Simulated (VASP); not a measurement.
# As (R-3m) in VASP: a series of runs

Aim: see how the results for As move with the level of theory and the settings. Levels: PBEsol, PBE, LDA. Tasks: single point.

Everything below comes from runs of VASP 6.6.1. Logs are shortened: lines on timing, memory, paths and dates and some standing lists are left out, and cuts for length are marked.

## (1) The cell of the first run

Symmetry: R-3m, No. 166, trigonal system. The conventional cell has a = 3.678 Å, b = 3.678 Å, c = 9.372 Å, α = 90.00°, β = 90.00°, γ = 120.00°. As (site symmetry 3m) has 6 As at 2.49 to 2.80 Å within 3.3 Å.

## (2) Single point, PBEsol

Contents of INCAR:

```
SYSTEM = As
ALGO = Normal
EDIFF = 1E-6
ENCUT = 510
GGA = PS
GGA_COMPAT = .FALSE.
ISIF = 2
ISMEAR = -1
LASPH = .TRUE.
LCHARG = .TRUE.
LELF = .TRUE.
LREAL = .FALSE.
LVHAR = .TRUE.
LWAVE = .FALSE.
NBANDS = 22
NELM = 120
PREC = Accurate
SIGMA = 0.05
```

Contents of KPOINTS:

```
k-points
0
G
  9 9 9
  0 0 0
```

Contents of POSCAR:

```
As
1.0
    1.8389506369      1.0617186452      3.1238582330
   -1.8389506369      1.0617186452      3.1238582330
    0.0000000000     -2.1234372905      3.1238582329
As
2
Direct
    0.2361024739      0.2361024739      0.2361024739
    0.7638975261      0.7638975261      0.7638975261
```

Potentials or basis: VASP PAW PBE potentials, release 64 (As_d).

Launch:

```console
$ cat potpaw_PBE.64/As_d/POTCAR > POTCAR
$ mpirun -np 1 vasp_std > vasp.out
```

OUTCAR:

```text
SYSTEM = As
   EDIFF = 1E-6
   ENCUT = 510
   GGA = PS
   ISIF = 2
   ISMEAR = -1
   LASPH = .TRUE.
   LREAL = .FALSE.
   NELM = 120
   PREC = Accurate

 ion  position               nearest neighbor table
   1  0.236  0.236  0.236-   2 2.49   2 2.49   2 2.49   2 2.80   2 2.80   2 2.80
   2  0.764  0.764  0.764-   1 2.49   1 2.49   1 2.49   1 2.80   1 2.80   1 2.80

  LATTYP: Found a trigonal (rhomboedric) cell.
 ALAT       =     3.7772312858
 COS(alpha) =     0.5259512754

  Lattice vectors:

 A1 = (   1.8389506369,   1.0617186452,   3.1238582330)
 A2 = (  -1.8389506369,   1.0617186452,   3.1238582330)
 A3 = (   0.0000000000,  -2.1234372905,   3.1238582329)

Analysis of symmetry for initial positions (statically):
=====================================================================
 Subroutine PRICEL returns:
 Original cell was already a primitive cell.

 Routine SETGRP: Setting up the symmetry group for a
 trigonal (rhombohedral) supercell.

 Subroutine GETGRP returns: Found 12 space group operations
 (whereof 12 operations were pure point group operations)
 out of a pool of 12 trial point group operations.

The static configuration has the point symmetry D_3d.

Analysis of symmetry for dynamics (positions and initial velocities):
=====================================================================
 Subroutine PRICEL returns:
 Original cell was already a primitive cell.

 Routine SETGRP: Setting up the symmetry group for a
 trigonal (rhombohedral) supercell.

 Subroutine GETGRP returns: Found 12 space group operations
 (whereof 12 operations were pure point group operations)
 out of a pool of 12 trial point group operations.

The dynamic configuration has the point symmetry D_3d.

 Subroutine INISYM returns: Found 12 space group operations
 (whereof 12 operations are pure point group operations),
 and found     1 'primitive' translations

----------------------------------------------------------------------------------------

                                     Primitive cell

  volume of cell :      36.5950

  direct lattice vectors                    reciprocal lattice vectors
     1.838950637  1.061718645  3.123858233     0.271894193  0.156978186  0.106705653
    -1.838950637  1.061718645  3.123858233    -0.271894193  0.156978186  0.106705653
     0.000000000 -2.123437291  3.123858233     0.000000000 -0.313956371  0.106705653

  length of vectors
     3.777231286  3.777231286  3.777231286     0.331594179  0.331594179  0.331594179
[... 70 lines left out ...]
   NGXF,Y,Z  is equivalent  to a cutoff of  24.65, 24.65, 24.65 a.u.
 SYSTEM =  As
   PREC   = accura    normal or accurate (medium, high low for compatibility)
   ISTART =      0    job   : 0-new  1-cont  2-samecut
   ICHARG =      2    charge: 1-file 2-atom 10-const
   ISPIN  =      1    spin polarized calculation?
   LNONCOLLINEAR =      F non collinear calculations
   LSORBIT =      F    spin-orbit coupling
   LASPH  =      T    aspherical Exc in radial PAW
   ENCUT  =  510.0 eV  37.48 Ry    6.12 a.u.   6.96  6.96  6.96*2*pi/ulx,y,z
   NELM   =    120;   NELMIN=  2; NELMDL= -5     # of ELM steps
   EDIFF  = 0.1E-05   stopping-criterion for ELM
   LREAL  =      F    real-space projection
[... 7 lines left out ...]
   TEBEG  =    0.0;   TEEND  =   0.0 temperature during run
   PSTRESS=    0.0 pullay stress
   NELECT =      30.0000    total number of electrons
   NUPDOWN=      -1.0000    fix difference up-down
   EMIN   =  10.00;   EMAX   =-10.00  energy-range for DOS
   EFERMI =   0.00;   METHOD = LEGACY
   ISMEAR =    -1;   SIGMA  =   0.05  broadening in eV -4-tet -1-fermi 0-gaus
   EFERMI_NEDOS =   21; number of points for ismear=-14 and -15
   IALGO  =     38    algorithm
   IMIX   =      4    mixing-type and parameters
     AMIX     =   0.40;   BMIX     =  1.00
     AMIX_MAG =   1.60;   BMIX_MAG =  1.00
  volume/ion in A,a.u.               =      18.30       123.48
  Fermi-wavevector in a.u.,A,eV,Ry     =   1.532173  2.895388 31.940425  2.347555
  Thomas-Fermi vector in A             =   2.639416
   LORBIT       =      0    0 simple, 1 ext, 2 COOP (PROOUT), +10 PAW based schemes
   GGA     = PS    functional components
   LHFCALC =     F    Hartree Fock is set to
   AEXX    =    0.0000 exact exchange contribution
   IVDW    =     0    specifies the selected vdW correction
   LEPSILON=     F    determine dielectric tensor
   LRPA    =     F    only Hartree local field effects (RPA)
 non-spin polarized calculation
  energy-cutoff  :      510.00
  volume of cell :       36.60
 maximum number of plane-waves:       975
   NGX = 13   NGY = 13   NGZ = 13

 number of electron      29.9999996 magnetization

 Free energy of the ion-electron system (eV)
  ---------------------------------------------------
  ext. energy  EPLUGINS =         0.00000000
  ---------------------------------------------------
  free energy    TOTEN  =       -10.11333650 eV

  energy without entropy =      -10.11138927  energy(sigma->0) =      -10.11236288

 E-fermi :   5.1789     XC(G=0): -11.7433

 val. band max:        5.1073146940   @ k =   0.4444  -0.0000   0.0000
 cond. band min:       5.2618717356   @ k =   0.4444   0.3333   0.3333
 fundamental gap:      0.1545570416
 Fermi energy:         5.1788874838

 k-point     1 :       0.0000    0.0000    0.0000
  band No.  band energies     occupation
      1     -31.2204      2.00000
      2     -31.2204      2.00000
      3     -31.1563      2.00000
      4     -31.1563      2.00000
      5     -31.1380      2.00000
      6     -31.0694      2.00000
[... 589 lines left out ...]
     21      18.4073      0.00000
     22      20.2268      0.00000

 [... further k-points ...]

------------------------ aborting loop because EDIFF is reached ----------------------------------------

  FORCE on cell =-STRESS in cart. coord.  units (eV):
  Direction    XX          YY          ZZ          XY          YZ          ZX
  --------------------------------------------------------------------------------------
  -------------------------------------------------------------------------------------
  Total        2.3625767      2.3625767      2.3600213      0.0000000      0.0000000      0.0000000
  in kB      103.4366443    103.4366443    103.3247622      0.0000000      0.0000000      0.0000000
  external PRESSURE =     103.3993502 kB  Pullay stress =       0.0000000 kB

 VOLUME and BASIS-vectors are now :
 -----------------------------------------------------------------------------
  energy-cutoff  :      510.00
  volume of cell :       36.60
      direct lattice vectors                 reciprocal lattice vectors
     1.838950637  1.061718645  3.123858233     0.271894193  0.156978186  0.106705653
    -1.838950637  1.061718645  3.123858233    -0.271894193  0.156978186  0.106705653
     0.000000000 -2.123437291  3.123858233     0.000000000 -0.313956371  0.106705653

 POSITION                                       TOTAL-FORCE (eV/Angst)
 -----------------------------------------------------------------------------------
      0.00000     -0.00000      2.21265         0.000000      0.000000     -0.003287
      0.00000     -0.00000      7.15892         0.000000     -0.000000      0.003287
 -----------------------------------------------------------------------------------
    total drift:                                0.000000      0.000000     -0.000000

  FREE ENERGIE OF THE ION-ELECTRON SYSTEM (eV)
  ---------------------------------------------------
  free  energy   TOTEN  =       -10.1133364961 eV

  energy  without entropy=      -10.1113892671  energy(sigma->0) =      -10.11236288
```

OSZICAR:

```text
N       E                     dE             d eps       ncg     rms          rms(c)
DAV:   1     0.181188574548E+03    0.18119E+03   -0.12604E+04  5008   0.672E+03
DAV:   2     0.151143535389E+02   -0.16607E+03   -0.15815E+03  3782   0.815E+02
DAV:   3    -0.912118935937E+01   -0.24236E+02   -0.23815E+02  4112   0.141E+02
DAV:   4    -0.101427755089E+02   -0.10216E+01   -0.10195E+01  4334   0.337E+01
DAV:   5    -0.101591137486E+02   -0.16338E-01   -0.16338E-01  4210   0.510E+00    0.449E+00
DAV:   6    -0.101286263298E+02    0.30487E-01   -0.85209E-03  4652   0.100E+00    0.261E+00
DAV:   7    -0.101132218819E+02    0.15404E-01   -0.12431E-02  4982   0.106E+00    0.954E-02
DAV:   8    -0.101133378715E+02   -0.11599E-03   -0.76657E-04  4476   0.400E-01    0.137E-02
DAV:   9    -0.101133372232E+02    0.64823E-06   -0.12527E-05  4774   0.544E-02    0.547E-03
DAV:  10    -0.101133364961E+02    0.72718E-06   -0.30151E-06  4450   0.389E-02
   1 F= -.10113336E+02 E0= -.10112363E+02  d E =-.194723E-02
```

stdout:

```text
POSCAR found type information on POSCAR As
 POSCAR found :  1 types and       2 ions
 scaLAPACK will be used
 -----------------------------------------------------------------------------
|                                                                             |
|                                                                             |
|     You enforced a specific xc type in the INCAR file but a different       |
|     I HOPE YOU KNOW WHAT YOU ARE DOING!                                     |
|                                                                             |
 -----------------------------------------------------------------------------

 LDA part: xc-table for (Slater+PW92), standard interpolation
 POSCAR, INCAR and KPOINTS ok, starting setup
 FFT: planning ... GRIDC
 FFT: planning ... GRID_SOFT
 FFT: planning ... GRID
 WAVECAR not read
 entering main loop
```

It took 24 s on 1 thread of Intel Xeon 6975P-C (Granite Rapids), shared host; peak memory 0.18 GiB.

What came out:

* Free energy: -10.1133 eV
* Pressure: 10.3 GPa
* Largest force: 0.003 eV/Å
* Band gap on the k mesh: zero (bands 15 and 16 overlap by 0.37 eV)

Forces on the atoms (eV/Å):
```
As   0.000  0.000 -0.003
As   0.000  0.000  0.003
```

Caveat: the cell stands under pressure; the PAW data sets were made with another functional, which shifts forces and pressure a little.

## (3) Single point, PBE

This run uses another cell than the first one, of 20.68 Å³/atom.

Contents of INCAR:

```
SYSTEM = As
PREC = Accurate
ENCUT = 510
EDIFF = 1E-6
ISMEAR = -1
SIGMA = 0.05
LREAL = .FALSE.
LASPH = .TRUE.
NELM = 120
ALGO = Normal
ISIF = 2
LWAVE = .FALSE.
LCHARG = .TRUE.
GGA = PE
LELF = .TRUE.
LVHAR = .TRUE.
NBANDS = 22
GGA_COMPAT = .FALSE.
```

Contents of KPOINTS:

```
regular mesh
0
G
  7 7 7
  0 0 0
```

Contents of POSCAR:

```
As
1.0
    1.8431809607      1.0641610238      3.5140619945
   -1.8431809607      1.0641610238      3.5140619945
    0.0000000000     -2.1283220477      3.5140619945
As
2
Direct
    0.2260000000      0.2260000000      0.2260000000
    0.7740000000      0.7740000000      0.7740000000
```

Potentials or basis: VASP PAW PBE potentials, release 64 (As_d).

Launch:

```console
$ cat potpaw_PBE.64/As_d/POTCAR > POTCAR
$ mpirun -np 1 vasp_std > vasp.out
```

It took 38 s on 1 thread of Intel Xeon Platinum 8259CL at 2.50GHz (Skylake/Cascade Lake), shared host; peak memory 0.17 GiB.

The run converged. Its results:

```yaml
Free_energy: -9.2888 eV
Pressure: 7.7 GPa
Largest_force: 0.650 eV/Å
Band_gap_on_the_k_mesh: zero (bands 15 and 16 overlap by 0.15 eV)
```

Forces in eV/Å, atoms in the order of the input:
```
As   0.000  0.000  0.650
As   0.000  0.000 -0.650
```

Stress tensor (GPa, compression positive):
```
8.68 0.00 0.00
0.00 8.68 0.00
0.00 0.00 5.83
```

Levels at points of the mesh, in eV from the Fermi level:
```csv
k point,band 13,band 14,band 15,band 16,band 17,band 18
"(0.00, 0.00, 0.00)",-2.86,-2.12,-2.12,1.55,2.89,2.89
```

Caveat: the cell stands under pressure.

[end of part 1 of 2]

The gap in the log of VASP goes by the Fermi energy; the results here count the filled bands.